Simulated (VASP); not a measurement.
# CdI2 (P-3m1) in VASP: further runs, part 2 of 2

VASP 6.6.1. Earlier steps stand in the parts before.

## 3. Single point, HSE06

This run uses another cell than the first one, of 35.90 Å³/atom.

The input, POSCAR:

```
CdI2
1.0
    4.2470087284      0.0000000000      0.0000000000
   -2.1235043642      3.6780174489      0.0000000000
    0.0000000000      0.0000000000      6.8950251473
Cd I
1 2
Direct
    0.0000000000      0.0000000000      0.0000000000
    0.3333333333      0.6666666667      0.2493934756
    0.6666666667      0.3333333333      0.7506065244
```

The input, INCAR.step1:

```
PREC = Accurate ; ENCUT = 400
EDIFF = 1E-5 ; ISMEAR = 0
SIGMA = 0.01 ; LREAL = False
LASPH = True ; NELM = 120
ALGO = Normal ; ISIF = 2
LWAVE = True ; LCHARG = False
NBANDS = 20 ; GGA = PE
GGA_COMPAT = False ; KPAR = 4
```

The input, INCAR.step2:

```
PREC = Accurate ; ENCUT = 400
EDIFF = 1E-6 ; ISMEAR = 0
SIGMA = 0.01 ; LREAL = False
LASPH = True ; NELM = 120
ALGO = Normal ; ISIF = 2
LWAVE = False ; LCHARG = False
GGA = PE ; LHFCALC = True
HFSCREEN = 0.2079 ; PRECFOCK = Normal
NBANDS = 20 ; ISTART = 1
GGA_COMPAT = False ; KPAR = 4
```

The input, KPOINTS:

```
Automatic mesh
0
Gamma
  6 6 4
```

Potentials or basis: VASP PAW PBE potentials, release 64 (Cd, I).

Launch:

```console
$ cat potpaw_PBE.64/Cd/POTCAR potpaw_PBE.64/I/POTCAR > POTCAR
$ cp INCAR.step1 INCAR
$ mpirun -np 4 vasp_std > vasp.out
$ cp INCAR.step2 INCAR
$ mpirun -np 4 vasp_std > vasp.out
```

OUTCAR:

```text
PREC = Accurate
   ENCUT = 400
   EDIFF = 1E-6
   ISMEAR = 0
   LREAL = False
   LASPH = True
   NELM = 120
   ISIF = 2
   GGA = PE
   LHFCALC = True
   HFSCREEN = 0.2079
   PRECFOCK = Normal
   ISTART = 1

 ion  position               nearest neighbor table
   1  0.000  0.000  0.000-   2 2.99   3 2.99   3 2.99   2 2.99   3 2.99   2 2.99
   2  0.333  0.667  0.249-   1 2.99   1 2.99   1 2.99
   3  0.667  0.333  0.751-   1 2.99   1 2.99   1 2.99

  LATTYP: Found a hexagonal cell.
 ALAT       =     4.2470087284
 C/A-ratio  =     1.6235015250

  Lattice vectors:

 A1 = (   4.2470087284,   0.0000000000,   0.0000000000)
 A2 = (  -2.1235043642,   3.6780174489,   0.0000000000)
 A3 = (   0.0000000000,   0.0000000000,   6.8950251473)

Analysis of symmetry for initial positions (statically):
=====================================================================
 Subroutine PRICEL returns:
 Original cell was already a primitive cell.

 Routine SETGRP: Setting up the symmetry group for a
 hexagonal supercell.

 Subroutine GETGRP returns: Found 12 space group operations
 (whereof 12 operations were pure point group operations)
 out of a pool of 24 trial point group operations.

The static configuration has the point symmetry D_3d.

Analysis of symmetry for dynamics (positions and initial velocities):
=====================================================================
 Subroutine PRICEL returns:
 Original cell was already a primitive cell.

 Routine SETGRP: Setting up the symmetry group for a
 hexagonal supercell.

 Subroutine GETGRP returns: Found 12 space group operations
 (whereof 12 operations were pure point group operations)
 out of a pool of 24 trial point group operations.

The dynamic configuration has the point symmetry D_3d.

 Subroutine INISYM returns: Found 12 space group operations
 (whereof 12 operations are pure point group operations),
 and found     1 'primitive' translations

----------------------------------------------------------------------------------------

                                     Primitive cell

  volume of cell :     107.7042

  direct lattice vectors                    reciprocal lattice vectors
     4.247008728  0.000000000  0.000000000     0.235459841  0.135942803  0.000000000
    -2.123504364  3.678017449  0.000000000     0.000000000  0.271885605  0.000000000
     0.000000000  0.000000000  6.895025147     0.000000000  0.000000000  0.145032103

  length of vectors
     4.247008728  4.247008728  6.895025147     0.271885605  0.271885605  0.145032103

  position of ions in fractional coordinates (direct lattice)
     0.000000000  0.000000000  0.000000000
     0.333333333  0.666666667  0.249393476
     0.666666667  0.333333333  0.750606524

  ion indices of the primitive-cell ions
   primitive index   ion index
                 1           1
                 2           2
                 3           3

----------------------------------------------------------------------------------------

 KPOINTS: Automatic mesh
[... 25 lines left out ...]
  0.000000  0.000000  0.000000      1.000000
  0.166667 -0.000000  0.000000      6.000000
  0.333333  0.000000  0.000000      6.000000
  0.500000  0.000000  0.000000      3.000000
  0.166667  0.166667  0.000000      6.000000
  0.333333  0.166667  0.000000     12.000000
[... 16 lines left out ...]
  0.333333  0.166667  0.500000     12.000000
  0.333333  0.333333  0.500000      2.000000
   k-points           NKPTS =     24   k-points in BZ     NKDIM =    144   number of bands    NBANDS=     20
   number of dos      NEDOS =    301   number of ions     NIONS =      3
   total plane-waves  NPLWV =  37632
   dimension x,y,z NGX =    28 NGY =   28 NGZ =   48
   dimension x,y,z NGXF=    56 NGYF=   56 NGZF=   96
   ions per type =               1   2
   NGX,Y,Z   is equivalent  to a cutoff of  10.96, 10.96, 11.57 a.u.
   NGXF,Y,Z  is equivalent  to a cutoff of  21.92, 21.92, 23.15 a.u.
 SYSTEM =  unknown system
   PREC   = accura    normal or accurate (medium, high low for compatibility)
   ISTART =      1    job   : 0-new  1-cont  2-samecut
   ICHARG =      0    charge: 1-file 2-atom 10-const
   ISPIN  =      1    spin polarized calculation?
   LNONCOLLINEAR =      F non collinear calculations
   LSORBIT =      F    spin-orbit coupling
   LASPH  =      T    aspherical Exc in radial PAW
   ENCUT  =  400.0 eV  29.40 Ry    5.42 a.u.   6.93  6.93 11.24*2*pi/ulx,y,z
   NELM   =    120;   NELMIN=  2; NELMDL=  0     # of ELM steps
   EDIFF  = 0.1E-05   stopping-criterion for ELM
   LREAL  =      F    real-space projection
   EDIFFG = 0.1E-04   stopping-criterion for IOM
   NSW    =      0    number of steps for IOM
   IBRION =     -1    ionic relax: 0-MD 1-quasi-New 2-CG
   NFREE  =      0    steps in history (QN), initial steepest desc. (CG)
   ISIF   =      2    stress and relaxation
   ISYM   =      3    0-nonsym 1-usesym 2-fastsym
   POTIM  = 0.5000    time-step for ionic-motion
   TEBEG  =    0.0;   TEEND  =   0.0 temperature during run
   PSTRESS=    0.0 pullay stress
   NELECT =      26.0000    total number of electrons
   NUPDOWN=      -1.0000    fix difference up-down
   EMIN   =  10.00;   EMAX   =-10.00  energy-range for DOS
   EFERMI =   0.00;   METHOD = LEGACY
   ISMEAR =     0;   SIGMA  =   0.01  broadening in eV -4-tet -1-fermi 0-gaus
   EFERMI_NEDOS =   21; number of points for ismear=-14 and -15
   IALGO  =     38    algorithm
   IMIX   =      1    mixing-type and parameters
     AMIX     =   0.40;   BMIX     =  1.00
     AMIX_MAG =   1.60;   BMIX_MAG =  1.00
  volume/ion in A,a.u.               =      35.90       242.27
  Fermi-wavevector in a.u.,A,eV,Ry     =   1.019346  1.926285 14.137359  1.039067
  Thomas-Fermi vector in A             =   2.152855
   LORBIT       =      0    0 simple, 1 ext, 2 COOP (PROOUT), +10 PAW based schemes
   GGA     = PE    functional components
   LHFCALC =     T    Hartree Fock is set to
   PRECFOCK=normal    Normal, Fast or Accurate (Low or Medium for compatibility)
   ENCUT4O =  -1.0   cutoff for four orbital integrals eV
   NKREDX  =     1    reduce k-point grid by
   NKREDY  =     1    reduce k-point grid by
   NKREDZ  =     1    reduce k-point grid by
   AEXX    =    0.2500 exact exchange contribution
   HFSCREEN=    0.2079 screening length (either q_TF or 0.3 A-1)
   HFSCREENC=   0.2079 screening length for correlation (either q_TF or 0.3 A-1)
   ENCUTFOCK=  -1.0 apply spherical cutoff to Coloumb kernel
   IVDW    =     0    specifies the selected vdW correction
   LEPSILON=     F    determine dielectric tensor
   LRPA    =     F    only Hartree local field effects (RPA)
 non-spin polarized calculation
 Gauss-broadening in eV      SIGMA  =   0.01
  energy-cutoff  :      400.00
  volume of cell :      107.70
 maximum number of plane-waves:      1971
  NGX = 24; NGY = 24; NGZ = 36

 number of electron      26.0000011 magnetization

 Free energy of the ion-electron system (eV)
  ---------------------------------------------------
  ext. energy  EPLUGINS =         0.00000000
  ---------------------------------------------------
  free energy    TOTEN  =        -7.07316238 eV

  energy without entropy =       -7.07316238  energy(sigma->0) =       -7.07316238

 E-fermi :   1.3571     XC(G=0):  -7.1334

 val. band max:        1.2957081768   @ k =   0.1667  -0.0000   0.2500
 cond. band min:       4.6312426365   @ k =   0.5000   0.0000   0.5000
 fundamental gap:      3.3355344597
 Fermi energy:         1.3571464818

 k-point     1 :       0.0000    0.0000    0.0000
  band No.  band energies     occupation
      1     -11.8357      2.00000
      2     -11.0568      2.00000
      3      -7.5508      2.00000
      4      -7.5508      2.00000
      5      -7.4072      2.00000
      6      -7.3363      2.00000
[... 541 lines left out ...]
     19      11.3846      0.00000
     20      11.3846      0.00000

------------------------ aborting loop because EDIFF is reached ----------------------------------------

  FORCE on cell =-STRESS in cart. coord.  units (eV):
  Direction    XX          YY          ZZ          XY          YZ          ZX
  --------------------------------------------------------------------------------------
  -------------------------------------------------------------------------------------
  Total        0.4465348      0.4465348      0.3660397      0.0000000      0.0000000     -0.0000000
  in kB        6.6425232      6.6425232      5.4451020      0.0000000      0.0000000     -0.0000000
  external PRESSURE =       6.2433828 kB  Pullay stress =       0.0000000 kB

 VOLUME and BASIS-vectors are now :
 -----------------------------------------------------------------------------
  energy-cutoff  :      400.00
  volume of cell :      107.70
      direct lattice vectors                 reciprocal lattice vectors
     4.247008728  0.000000000  0.000000000     0.235459841  0.135942803  0.000000000
    -2.123504364  3.678017449  0.000000000     0.000000000  0.271885605  0.000000000
     0.000000000  0.000000000  6.895025147     0.000000000  0.000000000  0.145032103

 POSITION                                       TOTAL-FORCE (eV/Angst)
 -----------------------------------------------------------------------------------
      0.00000      0.00000      0.00000         0.000000      0.000000      0.000000
     -0.00000      2.45201      1.71957         0.000000      0.000000     -0.063853
      2.12350      1.22601      5.17545        -0.000000     -0.000000      0.063853
 -----------------------------------------------------------------------------------
    total drift:                               -0.000001     -0.000000     -0.000054

  FREE ENERGIE OF THE ION-ELECTRON SYSTEM (eV)
  ---------------------------------------------------
  free  energy   TOTEN  =        -7.0731623823 eV

  energy  without entropy=       -7.0731623823  energy(sigma->0) =       -7.07316238
```

Wall time 53 min (4 MPI ranks of AMD EPYC 7R43 (Zen 3), shared host); peak memory 0.3 GiB.

Results:

```
Free energy            : -7.0732 eV
Pressure               : 0.6 GPa
Largest force          : 0.064 eV/Å
Band gap on the k mesh : 3.34 eV (least direct gap 3.62 eV)
```

Forces in eV/Å, atoms in the order of the input:
```
Cd   0.000  0.000  0.000
I    0.000  0.000 -0.064
I    0.000  0.000  0.064
```

Stress tensor (GPa, compression positive):
```
0.66 0.00 0.00
0.00 0.66 0.00
0.00 0.00 0.54
```

Levels at points of the mesh, in eV from the valence-band top:
```tsv
k point	band 10	band 11	band 12	band 13	band 14	band 15	band 16	band 17
(0.00, 0.00, 0.00)	-0.29	-0.16	-0.16	-0.15	3.47	5.41	7.43	7.43
(0.50, 0.00, 0.00)	-2.11	-1.60	-0.73	-0.14	3.61	5.97	6.85	7.59
(0.00, 0.00, 0.50)	-0.42	-0.42	-0.01	-0.01	4.63	5.46	7.21	7.21
(0.50, 0.00, 0.50)	-1.38	-1.29	-0.54	-0.47	3.34	5.87	6.83	7.54
```

Caveat: the PAW data sets were made with another functional, which shifts forces and pressure a little; spin-orbit coupling is left out, which moves the levels of the heavy elements; this functional lacks dispersion, which binds the layers, so the pressure and a relaxed spacing across them are unreliable. A k mesh can miss the band edges.
